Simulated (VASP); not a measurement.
# ZnS (F-43m) in VASP: further runs

Runs on ZnS. Level: r2SCAN. Tasks: single point, relaxation of cell and atoms.

All numbers are computed with VASP 6.6.1; they aren't measurements. Logs are shortened: lines on timing, memory, paths and dates and some standing lists are left out, and cuts for length are marked.

## 1. The cell of the first run

It takes space group F-43m (No. 216, cubic). The conventional cell has a = 5.389 Å, b = 5.389 Å, c = 5.389 Å, α = 90.00°, β = 90.00°, γ = 90.00°. Within 3.1 Å of Zn (site symmetry -43m) lie 4 S at 2.33 Å. Within 3.1 Å of S (site symmetry -43m) lie 4 Zn at 2.33 Å.

## 2. Single point, r2SCAN

The input, POSCAR:

```
ZnS
1.0
    0.0000000000      2.6945166844      2.6945166844
    2.6945166844      0.0000000000      2.6945166844
    2.6945166844      2.6945166844      0.0000000000
Zn S
1 1
Direct
    0.7500000000      0.7500000000      0.7500000000
    0.0000000000      0.0000000000      0.0000000000
```

The input, INCAR.step1:

```
SYSTEM = ZnS
ALGO = Normal ; EDIFF = 1E-4
ENCUT = 520 ; GGA = PE
ISMEAR = -1 ; LASPH = .True.
LCHARG = .False. ; LREAL = .False.
LWAVE = .True. ; NBANDS = 16
NELM = 60 ; PREC = Accurate
SIGMA = 0.1
```

The input, INCAR.step2:

```
SYSTEM = ZnS
ALGO = Normal ; EDIFF = 1E-6
ENCUT = 520 ; ISIF = 2
ISMEAR = -1 ; ISTART = 1
LASPH = .True. ; LCHARG = .True.
LELF = .True. ; LMIXTAU = .True.
LREAL = .False. ; LVHAR = .True.
LWAVE = .False. ; METAGGA = R2SCAN
NBANDS = 16 ; NELM = 60
PREC = Accurate ; SIGMA = 0.1
```

The input, KPOINTS:

```
k-points
0
Gamma
  16 16 16
  0 0 0
```

Potentials or basis: VASP PAW PBE potentials, release 64 (Zn, S).

Started as:

```bash
> cat potpaw_PBE.64/Zn/POTCAR potpaw_PBE.64/S/POTCAR > POTCAR
> cp INCAR.step1 INCAR
> mpirun -np 1 vasp_std > vasp.out
> cp INCAR.step2 INCAR
> mpirun -np 1 vasp_std > vasp.out
```

OUTCAR:

```text
SYSTEM = ZnS
   EDIFF = 1E-6
   ENCUT = 520
   ISIF = 2
   ISMEAR = -1
   ISTART = 1
   LASPH = .True.
   LREAL = .False.
   METAGGA = R2SCAN
   NELM = 60
   PREC = Accurate

 ion  position               nearest neighbor table
   1  0.750  0.750  0.750-   2 2.33   2 2.33   2 2.33   2 2.33
   2  0.000  0.000  0.000-   1 2.33   1 2.33   1 2.33   1 2.33

  LATTYP: Found a face centered cubic cell.
 ALAT       =     5.3890333688

  Lattice vectors:

 A1 = (   0.0000000000,   2.6945166844,   2.6945166844)
 A2 = (   2.6945166844,   0.0000000000,   2.6945166844)
 A3 = (   2.6945166844,   2.6945166844,   0.0000000000)

Analysis of symmetry for initial positions (statically):
=====================================================================
 Subroutine PRICEL returns:
 Original cell was already a primitive cell.

 Routine SETGRP: Setting up the symmetry group for a
 face centered cubic supercell.

 Subroutine GETGRP returns: Found 24 space group operations
 (whereof 24 operations were pure point group operations)
 out of a pool of 48 trial point group operations.

The static configuration has the point symmetry T_d .

Analysis of symmetry for dynamics (positions and initial velocities):
=====================================================================
 Subroutine PRICEL returns:
 Original cell was already a primitive cell.

 Routine SETGRP: Setting up the symmetry group for a
 face centered cubic supercell.

 Subroutine GETGRP returns: Found 24 space group operations
 (whereof 24 operations were pure point group operations)
 out of a pool of 48 trial point group operations.

The dynamic configuration has the point symmetry T_d .

 Subroutine INISYM returns: Found 24 space group operations
 (whereof 24 operations are pure point group operations),
 and found     1 'primitive' translations

----------------------------------------------------------------------------------------

                                     Primitive cell

  volume of cell :      39.1266

  direct lattice vectors                    reciprocal lattice vectors
     0.000000000  2.694516684  2.694516684    -0.185562035  0.185562035  0.185562035
     2.694516684  0.000000000  2.694516684     0.185562035 -0.185562035  0.185562035
     2.694516684  2.694516684  0.000000000     0.185562035  0.185562035 -0.185562035

  length of vectors
     3.810622039  3.810622039  3.810622039     0.321402873  0.321402873  0.321402873

  position of ions in fractional coordinates (direct lattice)
     0.750000000  0.750000000  0.750000000
     0.000000000  0.000000000  0.000000000

  ion indices of the primitive-cell ions
   primitive index   ion index
                 1           1
                 2           2

----------------------------------------------------------------------------------------

 KPOINTS: k-points

Automatic generation of k-mesh.
 Grid dimensions read from file:
 generate k-points for:   16   16   16

 Generating k-lattice:

  Cartesian coordinates                     Fractional coordinates (reciprocal lattice)
    -0.011597627  0.011597627  0.011597627     0.062500000  0.000000000  0.000000000
     0.011597627 -0.011597627  0.011597627     0.000000000  0.062500000  0.000000000
     0.011597627  0.011597627 -0.011597627     0.000000000  0.000000000  0.062500000

  Length of vectors
     0.020087680  0.020087680  0.020087680

  Shift w.r.t. Gamma in fractional coordinates (k-lattice)
     0.000000000  0.000000000  0.000000000

 Subroutine IBZKPT returns following result:
 ===========================================

 Found    145 irreducible k-points:

 Following reciprocal coordinates:
            Coordinates               Weight
  0.000000  0.000000  0.000000      1.000000
  0.062500  0.000000  0.000000      8.000000
  0.125000  0.000000  0.000000      8.000000
  0.187500  0.000000  0.000000      8.000000
  0.250000  0.000000  0.000000      8.000000
  0.312500  0.000000  0.000000      8.000000
[... 16 lines left out ...]
 -0.125000  0.062500  0.000000     24.000000
 -0.062500  0.062500  0.000000     12.000000
 [... further k-points ...]
   k-points           NKPTS =    145   k-points in BZ     NKDIM =    145   number of bands    NBANDS=     16
   number of dos      NEDOS =    301   number of ions     NIONS =      2
   total plane-waves  NPLWV =  21952
   dimension x,y,z NGX =    28 NGY =   28 NGZ =   28
   dimension x,y,z NGXF=    56 NGYF=   56 NGZF=   56
   ions per type =               1   1
   NGX,Y,Z   is equivalent  to a cutoff of  12.22, 12.22, 12.22 a.u.
   NGXF,Y,Z  is equivalent  to a cutoff of  24.43, 24.43, 24.43 a.u.
 SYSTEM =  ZnS
   PREC   = accura    normal or accurate (medium, high low for compatibility)
   ISTART =      1    job   : 0-new  1-cont  2-samecut
   ICHARG =      0    charge: 1-file 2-atom 10-const
   ISPIN  =      1    spin polarized calculation?
   LNONCOLLINEAR =      F non collinear calculations
   LSORBIT =      F    spin-orbit coupling
   LASPH  =      T    aspherical Exc in radial PAW
   ENCUT  =  520.0 eV  38.22 Ry    6.18 a.u.   7.09  7.09  7.09*2*pi/ulx,y,z
   NELM   =     60;   NELMIN=  2; NELMDL=  0     # of ELM steps
   EDIFF  = 0.1E-05   stopping-criterion for ELM
   LREAL  =      F    real-space projection
   EDIFFG = 0.1E-04   stopping-criterion for IOM
   NSW    =      0    number of steps for IOM
   IBRION =     -1    ionic relax: 0-MD 1-quasi-New 2-CG
   NFREE  =      0    steps in history (QN), initial steepest desc. (CG)
   ISIF   =      2    stress and relaxation
   ISYM   =      2    0-nonsym 1-usesym 2-fastsym
   POTIM  = 0.5000    time-step for ionic-motion
   TEBEG  =    0.0;   TEEND  =   0.0 temperature during run
   PSTRESS=    0.0 pullay stress
   NELECT =      18.0000    total number of electrons
   NUPDOWN=      -1.0000    fix difference up-down
   EMIN   =  10.00;   EMAX   =-10.00  energy-range for DOS
   EFERMI =   0.00;   METHOD = LEGACY
   ISMEAR =    -1;   SIGMA  =   0.10  broadening in eV -4-tet -1-fermi 0-gaus
   EFERMI_NEDOS =   21; number of points for ismear=-14 and -15
   IALGO  =     38    algorithm
   IMIX   =      4    mixing-type and parameters
     AMIX     =   0.40;   BMIX     =  1.00
     AMIX_MAG =   1.60;   BMIX_MAG =  1.00
  volume/ion in A,a.u.               =      19.56       132.02
  Fermi-wavevector in a.u.,A,eV,Ry     =   1.263790  2.388216 21.730739  1.597164
  Thomas-Fermi vector in A             =   2.397128
   LORBIT       =      0    0 simple, 1 ext, 2 COOP (PROOUT), +10 PAW based schemes
   METAGGA = R2SCAN    functional components
   LHFCALC =     F    Hartree Fock is set to
   AEXX    =    0.0000 exact exchange contribution
   IVDW    =     0    specifies the selected vdW correction
   LEPSILON=     F    determine dielectric tensor
   LRPA    =     F    only Hartree local field effects (RPA)
 non-spin polarized calculation
  energy-cutoff  :      520.00
  volume of cell :       39.13
 maximum number of plane-waves:      1069
   NGX = 15   NGY = 15   NGZ = 15

 number of electron      18.0000006 magnetization

 Free energy of the ion-electron system (eV)
  ---------------------------------------------------
  ext. energy  EPLUGINS =         0.00000000
  ---------------------------------------------------
  free energy    TOTEN  =       -18.86642755 eV

  energy without entropy =      -18.86642753  energy(sigma->0) =      -18.86642754

 E-fermi :   3.4371     XC(G=0): -10.3264

 val. band max:        1.9091362854   @ k =   0.0000   0.0000   0.0000
 cond. band min:       4.6226182432   @ k =   0.0000   0.0000   0.0000
 fundamental gap:      2.7134819578
 Fermi energy:         3.4370727668

 k-point     1 :       0.0000    0.0000    0.0000
  band No.  band energies     occupation
      1     -11.8263      2.00000
      2      -4.6235      2.00000
      3      -4.6235      2.00000
      4      -4.6235      2.00000
      5      -4.0668      2.00000
      6      -4.0668      2.00000
[... 8 lines left out ...]
     15      14.2229      0.00000
     16      14.4995      0.00000

 k-point     2 :       0.0625    0.0000    0.0000
  band No.  band energies     occupation
      1     -11.7953      2.00000
      2      -4.6234      2.00000
      3      -4.6176      2.00000
      4      -4.6175      2.00000
      5      -4.0673      2.00000
      6      -4.0673      2.00000
[... 8 lines left out ...]
     15      14.0061      0.00000
     16      14.7668      0.00000

 k-point     3 :       0.1250    0.0000    0.0000
  band No.  band energies     occupation
      1     -11.7052      2.00000
      2      -4.6205      2.00000
      3      -4.6010      2.00000
      4      -4.6009      2.00000
      5      -4.0684      2.00000
      6      -4.0684      2.00000
[... 8 lines left out ...]
     15      13.6091      0.00000
     16      15.2992      0.00000

 k-point     4 :       0.1875    0.0000    0.0000
  band No.  band energies     occupation
      1     -11.5646      2.00000
      2      -4.6062      2.00000
      3      -4.5771      2.00000
      4      -4.5771      2.00000
      5      -4.0684      2.00000
      6      -4.0683      2.00000
[... 8 lines left out ...]
     15      13.3527      0.00000
     16      15.1580      0.00000
[... 324 lines left out ...]
 k-point    22 :      -0.1875    0.0625    0.0000
  band No.  band energies     occupation
      1     -11.4849      2.00000
      2      -4.5996      2.00000
      3      -4.5676      2.00000
      4      -4.5543      2.00000
      5      -4.0780      2.00000
      6      -4.0576      2.00000
[... 8 lines left out ...]
     15      13.7410      0.00000
     16      15.4358      0.00000

 k-point    23 :      -0.1250    0.0625    0.0000
  band No.  band energies     occupation
      1     -11.6375      2.00000
      2      -4.6203      2.00000
      3      -4.5923      2.00000
      4      -4.5809      2.00000
      5      -4.0762      2.00000
      6      -4.0616      2.00000
[... 8 lines left out ...]
     15      13.7545      0.00000
     16      15.6867      0.00000

 k-point    24 :      -0.0625    0.0625    0.0000
  band No.  band energies     occupation
      1     -11.7446      2.00000
      2      -4.6249      2.00000
      3      -4.6102      2.00000
      4      -4.6033      2.00000
      5      -4.0719      2.00000
      6      -4.0643      2.00000
[... 8 lines left out ...]
     15      13.9706      0.00000
     16      15.1761      0.00000

 [... further k-points ...]

------------------------ aborting loop because EDIFF is reached ----------------------------------------

  FORCE on cell =-STRESS in cart. coord.  units (eV):
  Direction    XX          YY          ZZ          XY          YZ          ZX
  --------------------------------------------------------------------------------------
  -------------------------------------------------------------------------------------
  Total        0.0003468      0.0003468      0.0003468      0.0000000      0.0000000      0.0000000
  in kB        0.0142015      0.0142015      0.0142015      0.0000000      0.0000000      0.0000000
  external PRESSURE =       0.0142015 kB  Pullay stress =       0.0000000 kB

 VOLUME and BASIS-vectors are now :
 -----------------------------------------------------------------------------
  energy-cutoff  :      520.00
  volume of cell :       39.13
      direct lattice vectors                 reciprocal lattice vectors
     0.000000000  2.694516684  2.694516684    -0.185562035  0.185562035  0.185562035
     2.694516684  0.000000000  2.694516684     0.185562035 -0.185562035  0.185562035
     2.694516684  2.694516684  0.000000000     0.185562035  0.185562035 -0.185562035

 POSITION                                       TOTAL-FORCE (eV/Angst)
 -----------------------------------------------------------------------------------
      4.04178      4.04178      4.04178         0.000000      0.000000      0.000000
      0.00000      0.00000      0.00000        -0.000000     -0.000000     -0.000000
 -----------------------------------------------------------------------------------
    total drift:                                0.000011      0.000011      0.000011

  FREE ENERGIE OF THE ION-ELECTRON SYSTEM (eV)
  ---------------------------------------------------
  free  energy   TOTEN  =       -18.8664275482 eV

  energy  without entropy=      -18.8664275291  energy(sigma->0) =      -18.86642754
```

Run time: 2.1 min. Hardware: 1 thread of Intel Xeon 6975P-C (Granite Rapids), shared host; peak memory 0.22 GiB.

What came out:

```
Free energy            : -18.8664 eV
Pressure               : 0.0 GPa
Band gap on the k mesh : 2.71 eV
```

Levels at points of the mesh, in eV from the valence-band top:
| k point | band 7 | band 8 | band 9 | band 10 | band 11 | band 12 |
| --- | --- | --- | --- | --- | --- | --- |
| (0.00, 0.00, 0.00) | 0.00 | 0.00 | 0.00 | 2.71 | 6.90 | 6.90 |
| (0.50, 0.00, 0.00) | -5.45 | -0.90 | -0.90 | 3.83 | 7.39 | 7.39 |
| (0.50, 0.50, 0.00) | -4.65 | -2.31 | -2.31 | 3.71 | 4.48 | 11.83 |

Caveat: the PAW data sets were made with another functional, which shifts forces and pressure a little.

## 3. Relaxation of cell and atoms, r2SCAN

This run uses another cell than the first one, of 19.73 Å³/atom.

The input, POSCAR:

```
ZnS
1.0
    0.0000000000      2.7020000000      2.7020000000
    2.7020000000      0.0000000000      2.7020000000
    2.7020000000      2.7020000000      0.0000000000
Zn S
1 1
Direct
    0.7500000000      0.7500000000      0.7500000000
    0.0000000000      0.0000000000      0.0000000000
```

The input, INCAR.step1:

```
SYSTEM = ZnS
ALGO = Normal
EDIFF = 1E-4
ENCUT = 600
GGA = PE
ISMEAR = -1
LASPH = .TRUE.
LCHARG = .FALSE.
LREAL = .FALSE.
LWAVE = .TRUE.
NELM = 60
PREC = Accurate
SIGMA = 0.1
```

The input, INCAR.step2:

```
SYSTEM = ZnS
ALGO = Normal
EDIFF = 1E-6
EDIFFG = -0.002
ENCUT = 600
IBRION = 2
ISIF = 3
ISMEAR = -1
ISTART = 1
LASPH = .TRUE.
LCHARG = .FALSE.
LMIXTAU = .TRUE.
LREAL = .FALSE.
LWAVE = .FALSE.
METAGGA = R2SCAN
NELM = 60
NSW = 100
PREC = Accurate
SIGMA = 0.1
```

The input, KPOINTS:

```
k-points
0
G
  16 16 16
  0 0 0
```

Potentials or basis: VASP PAW PBE potentials, release 64 (Zn, S).

Started as:

```bash
> cat potpaw_PBE.64/Zn/POTCAR potpaw_PBE.64/S/POTCAR > POTCAR
> cp INCAR.step1 INCAR
> mpirun -np 1 vasp_std > vasp.out
> cp INCAR.step2 INCAR
> mpirun -np 1 vasp_std > vasp.out
```

Run time: 4.9 min. Hardware: 1 thread of Intel Xeon 6975P-C (Granite Rapids), shared host; peak memory 0.26 GiB.

Results (log left out):

```yaml
Free_energy: -18.8682 eV
Relaxed_volume: 19.57 Å³/atom
Relaxed_cell: a = 3.811 Å, b = 3.811 Å, c = 3.811 Å, α = 60.00°, β = 60.00°, γ = 60.00°
Space_group_after_relaxing_to_0.1_Å: F-43m (No. 216)
Energy_gained_by_relaxing: 0.4 meV/atom
Ionic_steps: 4
Pressure_after_relaxing: 0.0 GPa
Band_gap_on_the_k_mesh: 2.71 eV
```

The path:
```tsv
step	energy change (eV)	largest force (eV/Å)	pressure (GPa)	volume (Å³)
1	0.0000	0.0000	-0.62	39.45
2	-0.0007	0.0000	0.23	39.02
3	-0.0008	0.0000	0.10	39.10
4	-0.0008	0.0000	0.00	39.15
```

Final structure:
```
Zn S
1.0
     0.00000    2.69504    2.69504
     2.69504    0.00000    2.69504
     2.69504    2.69504    0.00000
Zn S
1 1
Direct
  0.75000 0.75000 0.75000
  0.00000 0.00000 0.00000
```

Levels at points of the mesh, in eV from the valence-band top:
```
           k point  band 5  band 6  band 7  band 8  band 9  band 10  band 11  band 12  band 13
(0.00, 0.00, 0.00)   -5.97   -5.97    0.00    0.00    0.00     2.71     6.90     6.90     6.90
(0.50, 0.00, 0.00)   -5.94   -5.78   -5.45   -0.90   -0.90     3.83     7.39     7.39     9.45
(0.50, 0.50, 0.00)   -5.90   -5.76   -4.64   -2.31   -2.31     3.71     4.48    11.82    12.88
```

Caveat: the PAW data sets were made with another functional, which shifts forces and pressure a little. A k mesh can miss the band edges.
